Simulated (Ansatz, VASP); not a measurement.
**KI: VASP beside Ansatz**

```
K I
1.0
     0.00000    3.31986    3.41093
     3.31986    0.00000    3.41093
     3.31986    3.31986    0.00000
K I
1 1
Cartesian
  0.0000 0.0000 -0.3952
  3.3199 3.3199 3.5327
```

Change from the starting cell: mode 6 frozen in at -0.395 Å, equal normal strain along x and y -0.0267.

Alike in both runs: task single point; functional LDA; k mesh 6 × 6 × 6; occupations gaussian, width 0.05 eV; no spin polarisation.

|  | VASP | Ansatz |
| --- | --- | --- |
| version | VASP 6.6.1 | Ansatz 0.2.0 |
| potentials or method | VASP PAW LDA potentials, release 64 (K_sv, I), cutoff 520 eV | scalar-relativistic, plane waves, PAW |
| valence electrons in the cell | 16 | 26 |

|  | VASP | Ansatz | Ansatz less VASP |
| --- | --- | --- | --- |
| gap on the k mesh at the Fermi level (eV) | 4.08 | 4.07 | -0.008 |
| least direct gap on the mesh (eV) | 4.08 | 4.07 | -0.008 |
| pressure (GPa) | 2.9 | 2.8 | -0.11 |
| traceless stress, the component that is largest in VASP (GPa) | 4.06 | 4.00 | -0.059 |
| rms of the force components (eV/Å) | 0.766 | 0.753 | -0.0128 |

LDA's correlation is that of Perdew and Zunger in VASP and of Perdew and Wang (1992) in Ansatz. Atom by atom the forces differ by 0.013 eV/Å (rms over components). VASP's potentials hold 16 valence electrons a cell and Ansatz's 26, so a difference there can come from the potentials and not from the codes.

Neither program's run includes spin-orbit coupling.
